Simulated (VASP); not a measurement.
The system is K2BrF.

```
F Br K
1.0
     2.08908    1.20613    6.96829
    -2.08908    1.20613    6.96829
     0.00000   -2.41226    6.96829
F Br K
1 1 2
Direct
  0.00000 0.00000 0.00000
  0.50000 0.50000 0.50000
  0.26714 0.26714 0.26714
  0.73286 0.73286 0.73286
```

Base run:

```yaml
Program: VASP 6.6.1
Functional: PBE
Potentials_or_basis: VASP PAW PBE potentials, release 64 (F, Br, K_sv)
Cutoff: 520 eV
k_mesh: 6 × 6 × 6
Occupations: gaussian, width 0.01 eV
Spin: no spin polarisation
```

Its results: band gap on the k mesh 4.13 eV; pressure 1.1 GPa; largest force 0.072 eV/Å.

**Question.** The run is repeated on the same cell with these changes: functional from PBE to r2SCAN. What comes out?

**Answer.** Band gap on the k mesh 4.73 eV; pressure 0.0 GPa; largest force 0.004 eV/Å.

Caveats: the PAW data sets were made with another functional, which shifts forces and pressure a little (at least some runs).

A k mesh can miss the band edges.
